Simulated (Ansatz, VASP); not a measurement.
One calculation of Pt, two programs

Contents of INCAR:

```
PREC     = Accurate       # precision mode
ENCUT    = 520            # plane-wave cutoff, eV
EDIFF    = 1E-6           # SCF threshold, eV
ISMEAR   = -1             # smearing method
SIGMA    = 0.08           # smearing width, eV
LREAL    = False          # projectors in reciprocal space
LASPH    = True           # aspherical terms in the spheres
NELM     = 60             # most SCF steps
ALGO     = Normal         # electronic algorithm
ISIF     = 2              # what is computed and relaxed
LWAVE    = False          # write WAVECAR
LCHARG   = False          # write CHGCAR
GGA      = PE             # functional
NBANDS   = 11             # bands
```

KPOINTS

```
regular mesh
0
Gamma
  16 16 15
```

Contents of POSCAR:

```
Pt
1.0
    2.6230787120      0.0000000000      0.0000000000
   -1.3115393560      2.2716528008      0.0000000000
    0.0000000000      0.0000000000      2.5995363311
Pt
1
Direct
    0.0000000000      0.0000000000      0.0000000000
```

Input for Ansatz:

```yaml
crystal:
  lattice:
    - [2.623078712, 0.0, 0.0]
    - [-1.311539356, 2.2716528008, 0.0]
    - [0.0, 0.0, 2.5995363311]
  atoms:
    - { symbol: Pt, position: [0.0, 0.0, 0.0] }
kpoints:
  mp_grid: { grid: [16, 16, 15] }
  band_path:
    path:
      - [0.0, 0.0, 0.0]
      - [0.5, 0.0, 0.0]
      - [0.3333333333, 0.3333333333, 0.0]
      - [0.0, 0.0, 0.0]
      - [0.0, 0.0, 0.5]
      - [0.5, 0.0, 0.5]
      - [0.3333333333, 0.3333333333, 0.5]
      - [0.0, 0.0, 0.5]
      - [0.5, 0.0, 0.5]
    npoints: 8
scf:
  occupations: { method: fermi_dirac, width: 0.08 }
hamiltonian:
  xc: pbe
  pseudopotentials: { kind: paw }
output:
  forces: true
  stress: true
  eigenvalues: true
  populations: true
  dos: { projected: true, de: 0.2, e_range: [-14, 8] }
  write_density: true
  write_potential: true
  elf: true
  volumetric_format: npy
```

Change from the starting cell: volume scaled by 0.92, PAW files.

Alike in both runs: task single point; functional PBE; k mesh 16 × 16 × 15; occupations fermi-dirac, width 0.08 eV; no spin polarisation.

```csv
,VASP,Ansatz
version,VASP 6.6.1,Ansatz 0.2.0
potentials or method,"VASP PAW PBE potentials, release 64 (Pt)","PAW with Ansatz's default frozen-core files, scalar-relativistic"
plane-wave cutoff (eV),520,420
valence electrons in the cell,10,18
```

|  | VASP | Ansatz | Ansatz less VASP |
| --- | --- | --- | --- |
| pressure (GPa) | 21.7 | 22.4 | +0.72 |
| traceless stress, the component that is largest in VASP (GPa) | -0.10 | -0.02 | +0.082 |

The functional is the same, so the differences come from potentials, cutoffs and numerics. VASP's potentials hold 10 valence electrons a cell and Ansatz's 18, so a difference there can come from the potentials and not from the codes.

Spin-orbit coupling is off throughout.
